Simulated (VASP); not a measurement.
# GaP (F-43m) in VASP: a series of runs

GaP is run at these levels: PBEsol; tasks: electric field gradients, vibrations by perturbation theory.

Everything below comes from runs of VASP 6.6.1. Logs are shortened: lines on timing, memory, paths and dates and some standing lists are left out, and cuts for length are marked.

**The experiment to reproduce.**

From “Stacking defects in GaP nanowires: Electronic structure and optical properties”, 2018, arxiv:1810.01194, for a bulk crystal of GaP at 10 K: band gap 2.34 eV (indirect).

The results are compared with them further down.

## Step 1: The cell of the first run

Symmetry: F-43m, No. 216, cubic system. Conventional cell: a = 5.438 Å, b = 5.438 Å, c = 5.438 Å, α = 90.00°, β = 90.00°, γ = 90.00°. Ga (site symmetry -43m) has 4 P at 2.35 Å within 3.1 Å. P (site symmetry -43m) has 4 Ga at 2.35 Å within 3.1 Å.

## Step 2: Electric field gradients, PBEsol

INCAR

```
SYSTEM = GaP
ALGO     = Normal         ! electronic algorithm
EDIFF    = 1E-8           ! SCF threshold, eV
ENCUT    = 520            ! plane-wave cutoff, eV
GGA      = PS             ! functional
ISIF     = 2              ! what is computed and relaxed
ISMEAR   = 0              ! smearing method
LASPH    = .True.         ! aspherical terms in the spheres
LCHARG   = .False.        ! write CHGCAR
LEFG     = .True.       
LREAL    = .False.        ! projectors in reciprocal space
LWAVE    = .False.        ! write WAVECAR
NBANDS   = 16             ! bands
NELM     = 80             ! most SCF steps
PREC     = Accurate       ! precision mode
SIGMA    = 0.05           ! smearing width, eV
```

KPOINTS

```
k-points
0
Gamma
  10 10 10
  0 0 0
```

POSCAR

```
GaP
1.0
    0.0000000000      2.7192385971      2.7192385971
    2.7192385971      0.0000000000      2.7192385971
    2.7192385971      2.7192385971      0.0000000000
Ga P
1 1
Direct
    0.0000000000      0.0000000000      0.0000000000
    0.7500000000      0.7500000000      0.7500000000
```

Potentials or basis: VASP PAW PBE potentials, release 64 (Ga_d, P).

Run with:

```sh
cat potpaw_PBE.64/Ga_d/POTCAR potpaw_PBE.64/P/POTCAR > POTCAR
mpirun -np 1 vasp_std > vasp.out
```

OUTCAR:

```text
SYSTEM = GaP
   EDIFF = 1E-8
   ENCUT = 520
   GGA = PS
   ISIF = 2
   ISMEAR = 0
   LASPH = .True.
   LREAL = .False.
   NELM = 80
   PREC = Accurate

 ion  position               nearest neighbor table
   1  0.000  0.000  0.000-   2 2.35   2 2.35   2 2.35   2 2.35
   2  0.750  0.750  0.750-   1 2.35   1 2.35   1 2.35   1 2.35

  LATTYP: Found a face centered cubic cell.
 ALAT       =     5.4384771942

  Lattice vectors:

 A1 = (   0.0000000000,   2.7192385971,   2.7192385971)
 A2 = (   2.7192385971,   0.0000000000,   2.7192385971)
 A3 = (   2.7192385971,   2.7192385971,   0.0000000000)

Analysis of symmetry for initial positions (statically):
=====================================================================
 Subroutine PRICEL returns:
 Original cell was already a primitive cell.

 Routine SETGRP: Setting up the symmetry group for a
 face centered cubic supercell.

 Subroutine GETGRP returns: Found 24 space group operations
 (whereof 24 operations were pure point group operations)
 out of a pool of 48 trial point group operations.

The static configuration has the point symmetry T_d .

Analysis of symmetry for dynamics (positions and initial velocities):
=====================================================================
 Subroutine PRICEL returns:
 Original cell was already a primitive cell.

 Routine SETGRP: Setting up the symmetry group for a
 face centered cubic supercell.

 Subroutine GETGRP returns: Found 24 space group operations
 (whereof 24 operations were pure point group operations)
 out of a pool of 48 trial point group operations.

The dynamic configuration has the point symmetry T_d .

 Subroutine INISYM returns: Found 24 space group operations
 (whereof 24 operations are pure point group operations),
 and found     1 'primitive' translations

----------------------------------------------------------------------------------------

                                     Primitive cell

  volume of cell :      40.2135

  direct lattice vectors                    reciprocal lattice vectors
     0.000000000  2.719238597  2.719238597    -0.183875001  0.183875001  0.183875001
     2.719238597  0.000000000  2.719238597     0.183875001 -0.183875001  0.183875001
     2.719238597  2.719238597  0.000000000     0.183875001  0.183875001 -0.183875001

  length of vectors
     3.845584103  3.845584103  3.845584103     0.318480844  0.318480844  0.318480844

  position of ions in fractional coordinates (direct lattice)
     0.000000000  0.000000000  0.000000000
     0.750000000  0.750000000  0.750000000

  ion indices of the primitive-cell ions
   primitive index   ion index
                 1           1
                 2           2

----------------------------------------------------------------------------------------

 KPOINTS: k-points

Automatic generation of k-mesh.
 Grid dimensions read from file:
 generate k-points for:   10   10   10

 Generating k-lattice:

  Cartesian coordinates                     Fractional coordinates (reciprocal lattice)
    -0.018387500  0.018387500  0.018387500     0.100000000  0.000000000  0.000000000
     0.018387500 -0.018387500  0.018387500     0.000000000  0.100000000  0.000000000
     0.018387500  0.018387500 -0.018387500     0.000000000  0.000000000  0.100000000

  Length of vectors
     0.031848084  0.031848084  0.031848084

  Shift w.r.t. Gamma in fractional coordinates (k-lattice)
     0.000000000  0.000000000  0.000000000

 Subroutine IBZKPT returns following result:
 ===========================================

 Found     47 irreducible k-points:

 Following reciprocal coordinates:
            Coordinates               Weight
  0.000000  0.000000  0.000000      1.000000
  0.100000  0.000000  0.000000      8.000000
  0.200000  0.000000  0.000000      8.000000
  0.300000  0.000000  0.000000      8.000000
  0.400000  0.000000  0.000000      8.000000
  0.500000  0.000000  0.000000      4.000000
[... 16 lines left out ...]
  0.300000  0.300000  0.000000      6.000000
  0.400000  0.300000  0.000000     24.000000
 [... further k-points ...]
   k-points           NKPTS =     47   k-points in BZ     NKDIM =     47   number of bands    NBANDS=     16
   number of dos      NEDOS =    301   number of ions     NIONS =      2
   total plane-waves  NPLWV =  27000
   dimension x,y,z NGX =    30 NGY =   30 NGZ =   30
   dimension x,y,z NGXF=    60 NGYF=   60 NGZF=   60
   ions per type =               1   1
   NGX,Y,Z   is equivalent  to a cutoff of  12.97, 12.97, 12.97 a.u.
   NGXF,Y,Z  is equivalent  to a cutoff of  25.94, 25.94, 25.94 a.u.
 SYSTEM =  GaP
   PREC   = accura    normal or accurate (medium, high low for compatibility)
   ISTART =      0    job   : 0-new  1-cont  2-samecut
   ICHARG =      2    charge: 1-file 2-atom 10-const
   ISPIN  =      1    spin polarized calculation?
   LNONCOLLINEAR =      F non collinear calculations
   LSORBIT =      F    spin-orbit coupling
   LASPH  =      T    aspherical Exc in radial PAW
   ENCUT  =  520.0 eV  38.22 Ry    6.18 a.u.   7.15  7.15  7.15*2*pi/ulx,y,z
   NELM   =     80;   NELMIN=  2; NELMDL= -5     # of ELM steps
   EDIFF  = 0.1E-07   stopping-criterion for ELM
   LREAL  =      F    real-space projection
   EDIFFG = 0.1E-06   stopping-criterion for IOM
   NSW    =      0    number of steps for IOM
   IBRION =     -1    ionic relax: 0-MD 1-quasi-New 2-CG
   NFREE  =      0    steps in history (QN), initial steepest desc. (CG)
   ISIF   =      2    stress and relaxation
   ISYM   =      2    0-nonsym 1-usesym 2-fastsym
   POTIM  = 0.5000    time-step for ionic-motion
   TEBEG  =    0.0;   TEEND  =   0.0 temperature during run
   PSTRESS=    0.0 pullay stress
   NELECT =      18.0000    total number of electrons
   NUPDOWN=      -1.0000    fix difference up-down
   EMIN   =  10.00;   EMAX   =-10.00  energy-range for DOS
   EFERMI =   0.00;   METHOD = LEGACY
   ISMEAR =     0;   SIGMA  =   0.05  broadening in eV -4-tet -1-fermi 0-gaus
   EFERMI_NEDOS =   21; number of points for ismear=-14 and -15
   IALGO  =     38    algorithm
   IMIX   =      4    mixing-type and parameters
     AMIX     =   0.40;   BMIX     =  1.00
     AMIX_MAG =   1.60;   BMIX_MAG =  1.00
  volume/ion in A,a.u.               =      20.11       135.69
  Fermi-wavevector in a.u.,A,eV,Ry     =   1.252300  2.366504 21.337406  1.568255
  Thomas-Fermi vector in A             =   2.386207
   LORBIT       =      0    0 simple, 1 ext, 2 COOP (PROOUT), +10 PAW based schemes
   GGA     = PS    functional components
   LHFCALC =     F    Hartree Fock is set to
   AEXX    =    0.0000 exact exchange contribution
   IVDW    =     0    specifies the selected vdW correction
   LEPSILON=     F    determine dielectric tensor
   LRPA    =     F    only Hartree local field effects (RPA)
 non-spin polarized calculation
 Gauss-broadening in eV      SIGMA  =   0.05
  energy-cutoff  :      520.00
  volume of cell :       40.21
 maximum number of plane-waves:      1106
 NGX is ok and might be reduce to    30
   NGX = 15   NGY = 15   NGZ = 15

 number of electron      17.9999987 magnetization

 Free energy of the ion-electron system (eV)
  ---------------------------------------------------
  ext. energy  EPLUGINS =         0.00000000
  ---------------------------------------------------
  free energy    TOTEN  =        -9.92330535 eV

  energy without entropy =       -9.92330535  energy(sigma->0) =       -9.92330535

 E-fermi :   4.9092     XC(G=0): -10.0516

 val. band max:        4.6352715376   @ k =   0.0000   0.0000   0.0000
 cond. band min:       6.1068376393   @ k =   0.4000   0.4000   0.0000
 fundamental gap:      1.4715661017
 Fermi energy:         4.9092145209

 k-point     1 :       0.0000    0.0000    0.0000
  band No.  band energies     occupation
      1      -9.9157      2.00000
      2      -9.9157      2.00000
      3      -9.9157      2.00000
      4      -9.8129      2.00000
      5      -9.8129      2.00000
      6      -7.9388      2.00000
[... 8 lines left out ...]
     15      14.4170      0.00000
     16      14.4170      0.00000

 k-point     2 :       0.1000    0.0000    0.0000
  band No.  band energies     occupation
      1      -9.9252      2.00000
      2      -9.9125      2.00000
      3      -9.9125      2.00000
      4      -9.8130      2.00000
      5      -9.8130      2.00000
      6      -7.8066      2.00000
[... 8 lines left out ...]
     15      13.9182      0.00000
     16      13.9182      0.00000
[... 387 lines left out ...]
      5      -9.7982      2.00000
      6      -6.4564      2.00000
[... 8 lines left out ...]
     15      15.7689      0.00000
     16      18.3098      0.00000

 k-point    24 :       0.4000    0.3000    0.0000
  band No.  band energies     occupation
      1     -10.0148      2.00000
      2      -9.8665      2.00000
      3      -9.8642      2.00000
      4      -9.8388      2.00000
      5      -9.7960      2.00000
      6      -5.9255      2.00000
[... 8 lines left out ...]
     15      16.4340      0.00000
     16      18.3414      0.00000

 [... further k-points ...]
[... 5 lines left out ...]
  --------------------------------------------------------------------------------------
  -------------------------------------------------------------------------------------
  Total       -0.0141041     -0.0141041     -0.0141041      0.0000000      0.0000000      0.0000000
  in kB       -0.5619339     -0.5619339     -0.5619339      0.0000000      0.0000000      0.0000000
  external PRESSURE =      -0.5619339 kB  Pullay stress =       0.0000000 kB

 VOLUME and BASIS-vectors are now :
 -----------------------------------------------------------------------------
  energy-cutoff  :      520.00
  volume of cell :       40.21
      direct lattice vectors                 reciprocal lattice vectors
     0.000000000  2.719238597  2.719238597    -0.183875001  0.183875001  0.183875001
     2.719238597  0.000000000  2.719238597     0.183875001 -0.183875001  0.183875001
     2.719238597  2.719238597  0.000000000     0.183875001  0.183875001 -0.183875001

 POSITION                                       TOTAL-FORCE (eV/Angst)
 -----------------------------------------------------------------------------------
      0.00000      0.00000      0.00000         0.000000      0.000000      0.000000
      4.07886      4.07886      4.07886        -0.000000     -0.000000     -0.000000
 -----------------------------------------------------------------------------------
    total drift:                               -0.000000     -0.000000     -0.000000

  FREE ENERGIE OF THE ION-ELECTRON SYSTEM (eV)
  ---------------------------------------------------
  free  energy   TOTEN  =        -9.9233053484 eV

  energy  without entropy=       -9.9233053484  energy(sigma->0) =       -9.92330535

 Electric field gradients (V/A^2)
---------------------------------------------------------------------
 ion       V_xx      V_yy      V_zz      V_xy      V_xz      V_yz
---------------------------------------------------------------------
   1      -0.000     0.000    -0.000    -0.001    -0.001    -0.001
   2       0.000    -0.000    -0.000    -0.000    -0.000    -0.000
---------------------------------------------------------------------

 Electric field gradients after diagonalization (V/A^2)
 (convention: |V_zz| > |V_xx| > |V_yy|)
----------------------------------------------------------------------
 ion       V_xx      V_yy      V_zz     asymmetry (V_yy - V_xx)/ V_zz
----------------------------------------------------------------------
   1       0.001     0.001    -0.001       0.000
   2       0.000     0.000    -0.000       0.000
----------------------------------------------------------------------

           NMR quadrupolar parameters

 Cq : quadrupolar parameter    Cq=e*Q*V_zz/h
 eta: asymmetry parameters     (V_yy - V_xx)/ V_zz
 Q  : nuclear electric quadrupole moment in mb (millibarn)
----------------------------------------------------------------------
 ion       Cq(MHz)       eta       Q (mb)
----------------------------------------------------------------------
   1      -0.000       0.000       1.000
   2      -0.000       0.000       1.000
----------------------------------------------------------------------
```

It took 20 s on 1 thread of Intel Xeon Platinum 8488C (Sapphire Rapids), shared host; peak memory 0.18 GiB.

What came out:

- Free energy: -9.9233 eV
- Pressure: -0.1 GPa
- Band gap on the k mesh: 1.47 eV, indirect (least direct gap 1.81 eV)

Levels at points of the mesh, in eV from the valence-band top:
```csv
k point,band 5,band 6,band 7,band 8,band 9,band 10,band 11,band 12,band 13,band 14
"(0.00, 0.00, 0.00)",-14.45,-12.57,0.00,0.00,0.00,1.81,3.83,3.83,3.83,8.60
"(0.50, 0.00, 0.00)",-14.44,-10.46,-6.73,-1.14,-1.14,1.61,4.65,4.65,8.10,10.79
"(0.50, 0.50, 0.00)",-14.43,-9.54,-6.84,-2.74,-2.74,1.50,1.71,10.60,10.60,11.14
```

Caveat: without QUAD_EFG the Cq values of the log hold for a quadrupole moment of 1 mb, not for the nuclei; the PAW data sets were made with another functional, which shifts forces and pressure a little.

[end of part 1 of 2]
